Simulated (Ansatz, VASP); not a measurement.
## One calculation of SnSe, two programs

The input INCAR:

```
PREC = Accurate
ENCUT = 520
EDIFF = 1E-6
ISMEAR = -1
SIGMA = 0.02
LREAL = F
LASPH = T
NELM = 60
ALGO = Normal
ISIF = 2
LWAVE = F
LCHARG = T
GGA = CA
LELF = T
LVHAR = T
NBANDS = 17
```

KPOINTS

```
regular mesh
0
Gamma
  9 9 9
```

File POSCAR:

```
SnSe
1.0
    0.0000000000      2.9498000000      3.0100000000
    2.9498000000      0.0000000000      3.0100000000
    2.9498000000      2.9498000000      0.0000000000
Sn Se
1 1
Direct
    0.0000000000      0.0000000000      0.0000000000
    0.5000000000      0.5000000000      0.5000000000
```

Input for Ansatz:

```yaml
crystal:
  lattice:
    - [0.0, 2.9498, 3.01]
    - [2.9498, 0.0, 3.01]
    - [2.9498, 2.9498, 0.0]
  atoms:
    - { symbol: Sn, position: [0.0, 0.0, 0.0] }
    - { symbol: Se, position: [0.5, 0.5, 0.5] }
kpoints:
  mp_grid: { grid: [9, 9, 9] }
  band_path:
    path:
      - [0.0, 0.0, 0.0]
      - [0.0, 0.5, 0.5]
      - [0.25, 0.75, 0.5]
      - [0.0, 0.5, 0.0]
      - [0.0, 0.0, 0.0]
      - [0.5, 0.5, 0.0]
      - [0.37005, 0.62995, 0.0]
      - [-0.37005, 0.37005, 0.0]
      - [0.0, 0.0, 0.0]
    npoints: 5
scf:
  occupations: { method: fermi_dirac, width: 0.02 }
hamiltonian:
  xc: lda
  pseudopotentials: { kind: all_electron, lapw: { basis_error: 0.00025 } }
output:
  forces: true
  stress: true
  eigenvalues: true
```

Change from the starting cell: equal xx and yy strain of -2 %.

Alike in both runs: task single point; functional LDA; k mesh 9 × 9 × 9; occupations fermi-dirac, width 0.02 eV; no spin polarisation.

|  | VASP | Ansatz |
| --- | --- | --- |
| version | VASP 6.6.1 | Ansatz 0.2.0 |
| potentials or method | VASP PAW LDA potentials, release 64 (Sn_d, Se), cutoff 520 eV | all-electron LAPW, scalar-relativistic |

Ansatz gave:

| Quantity | Value |
| --- | --- |
| pressure (GPa) | -1.2 |
| traceless stress, the component that is largest in VASP (GPa) | -1.71 |

Problem. What did VASP give for the same quantities?

Solution. Pressure (GPa): -1.1; traceless stress, the component that is largest in VASP (GPa): -1.73.

LDA's correlation is that of Perdew and Zunger in VASP and of Perdew and Wang (1992) in Ansatz. Ansatz ran all-electron here, and VASP with PAW potentials.
